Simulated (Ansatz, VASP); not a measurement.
LiH: VASP beside Ansatz

POSCAR

```
LiH
1.0
    0.0000000000      2.1451220099      2.1665732300
    2.1451220099      0.0000000000      2.1665732300
    2.1451220099      2.1451220099      0.0000000000
Li H
1 1
Direct
    0.0000000000      0.0000000000      0.0000000000
    0.2500000000      0.2500000000      0.2500000000
```

Contents of INCAR.step1:

```
ALGO = Normal
EDIFF = 1E-4
ENCUT = 520
GGA = PE
ISMEAR = 0
LASPH = T
LCHARG = F
LREAL = F
LWAVE = T
NBANDS = 9
NELM = 60
PREC = Accurate
SIGMA = 0.01
```

Contents of INCAR.step2:

```
ALGO = Normal
EDIFF = 1E-6
ENCUT = 520
ISIF = 2
ISMEAR = 0
ISTART = 1
LASPH = T
LCHARG = T
LELF = T
LMIXTAU = T
LREAL = F
LVHAR = T
LWAVE = F
METAGGA = R2SCAN
NBANDS = 9
NELM = 60
PREC = Accurate
SIGMA = 0.01
```

Contents of KPOINTS:

```
k-points
0
Gamma
  10 10 10
```

Input for Ansatz:

```yaml
crystal:
  lattice:
    - [0.0, 2.1451220099, 2.16657323]
    - [2.1451220099, 0.0, 2.16657323]
    - [2.1451220099, 2.1451220099, 0.0]
  atoms:
    - { symbol: Li, position: [0.0, 0.0, 0.0] }
    - { symbol: H, position: [0.25, 0.25, 0.25] }
kpoints:
  mp_grid: { grid: [10, 10, 10] }
  band_path:
    path:
      - [0.0, 0.0, 0.0]
      - [-0.5, -0.5, 0.0]
      - [-0.375, -0.375, 0.25]
      - [-0.375, 0.0, 0.375]
      - [0.0, 0.0, 0.5]
      - [-0.5, -0.25, 0.25]
      - [-0.15, -0.075, 0.425]
      - [0.25, -0.25, -0.5]
    npoints: 1
hamiltonian:
  xc: r2scan
scf:
  occupations: { method: fixed }
  n_extra_bands: 4
output:
  forces: true
  stress: true
  eigenvalues: true
  write_density: true
  write_potential: true
  elf: true
  volumetric_format: npy
```

Change from the starting cell: uniaxial_z strain +1.0%.

Alike in both runs: task single point; functional r2SCAN; k mesh 10 × 10 × 10; no spin polarisation.

```csv
,VASP,Ansatz
version,VASP 6.6.1,Ansatz 0.2.0
potentials or method,"VASP PAW PBE potentials, release 64 (Li_sv, H)","plane waves, PAW"
plane-wave cutoff (eV),520,500
occupations,"gaussian, width 0.01 eV",fixed
valence electrons in the cell,4,4
```

```tsv
	VASP	Ansatz	Ansatz less VASP
gap on the k mesh at the Fermi level (eV)	4.77	4.72	-0.052
```

VASP's potentials were made for PBE, not for r2SCAN.

Noted on VASP's run: the cutoff is short for stress, so the pressure is rough.
